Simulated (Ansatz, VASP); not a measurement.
One calculation of MgO, two programs

```
Mg O
1.0
     3.47000    0.00000    0.00000
    -1.73500    3.00511    0.00000
     0.00000    0.00000    5.39470
Mg O
2 2
Direct
  0.33333 0.66667 0.00632
  0.66667 0.33333 0.50632
  0.33333 0.66667 0.39828
  0.66667 0.33333 0.89828
```

Alike in both runs: task single point; functional PBE; k mesh 9 × 9 × 6; occupations gaussian, width 0.05 eV; no spin polarisation.

|  | VASP | Ansatz |
| --- | --- | --- |
| version | VASP 6.6.1 | Ansatz 0.2.0 |
| potentials or method | VASP PAW PBE potentials, release 64 (Mg, O), cutoff 520 eV | scalar-relativistic, plane waves, PAW |
| valence electrons in the cell | 16 | 32 |

|  | VASP | Ansatz | Ansatz less VASP |
| --- | --- | --- | --- |
| gap on the k mesh at the Fermi level (eV) | 2.68 | 2.70 | +0.021 |
| least direct gap on the mesh (eV) | 2.68 | 2.70 | +0.021 |
| pressure (GPa) | -12.7 | -12.3 | +0.43 |
| traceless stress, the component that is largest in VASP (GPa) | 0.49 | 0.46 | -0.032 |
| rms of the force components (eV/Å) | 0.058 | 0.057 | -0.0013 |

Atom by atom the forces differ by 0.001 eV/Å (rms over components). VASP's potentials hold 16 valence electrons a cell and Ansatz's 32, so a difference there can come from the potentials and not from the codes.
